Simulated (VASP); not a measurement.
## TePb: relaxation of cell and atoms with LDA

TePb:

```
Te Pb
1.0
     3.19091    3.19091    0.00000
    -3.19091    3.19091    0.00000
     0.00000    3.19091    3.19091
Te Pb
1 1
Direct
  0.50000 0.50000 0.00000
  0.00000 0.00000 0.00000
```

- Program: VASP 6.6.1
- Task: relaxation of cell and atoms
- Functional: LDA
- Potentials or basis: VASP PAW LDA potentials, release 64 (Te, Pb_d)
- Cutoff: 500 eV
- k mesh: 6 × 6 × 6
- Occupations: gaussian, width 0.01 eV
- Spin: no spin polarisation
- Target pressure: 4 GPa
- Dipole correction: no
- Further INCAR settings: ALGO = Normal; EDIFF = 1e-07; IBRION = 2; EDIFFG = -0.002; NSW = 100; ISIF = 3

```json
{
 "Relaxed volume": "30.35 Å³/atom",
 "Relaxed cell": "a = 4.412 Å, b = 4.412 Å, c = 4.412 Å, α = 60.00°, β = 60.00°, γ = 90.00°",
 "Space group after relaxing (to 0.1 Å)": "Fm-3m (No. 225)",
 "Energy change on relaxing (the run minimises the enthalpy)": "+25.5 meV/atom",
 "Ionic steps": "6",
 "Pressure after relaxing": "4.0 GPa",
 "Band gap on the k mesh": "0.39 eV"
}
```

The path:
```csv
step,energy change (eV),largest force (eV/Å),pressure (GPa),volume (Å³)
1,0.0000,0.0000,0.06,64.98
2,0.1576,0.0000,7.72,57.76
3,0.0504,0.0000,3.96,60.74
4,0.0525,0.0000,4.07,60.65
5,0.0499,0.0000,3.95,60.76
6,0.0511,0.0000,4.00,60.71
```

Final structure:
```yaml
crystal:
  lattice:
    - [3.11941, 3.11941, 0.00000]
    - [-3.11941, 3.11941, 0.00000]
    - [0.00000, 3.11941, 3.11941]
  atoms:
    - { symbol: Te, position: [0.50000, 0.50000, 0.00000] }
    - { symbol: Pb, position: [0.00000, 0.00000, 0.00000] }
```

Levels at points of the mesh, in eV from the valence-band top:
```tsv
k point	band 8	band 9	band 10	band 11	band 12	band 13
(0.00, 0.00, 0.00)	-1.81	-1.81	-1.81	4.05	4.05	4.05
(0.50, 0.00, 0.00)	-1.25	-1.25	0.00	0.39	0.88	0.88
(0.50, 0.50, 0.00)	-5.44	-3.49	-3.49	2.74	5.74	5.74
```

It took 28 s on 1 thread of Intel(R) Xeon(R) Platinum 8559C (Emerald Rapids), on a shared host, peak memory 0.17 GiB.

Caveat: the cell is relaxed towards a set pressure, so the run minimises the enthalpy, not the energy; spin-orbit coupling is left out, which moves the levels of the heavy elements. A k mesh can miss the band edges.
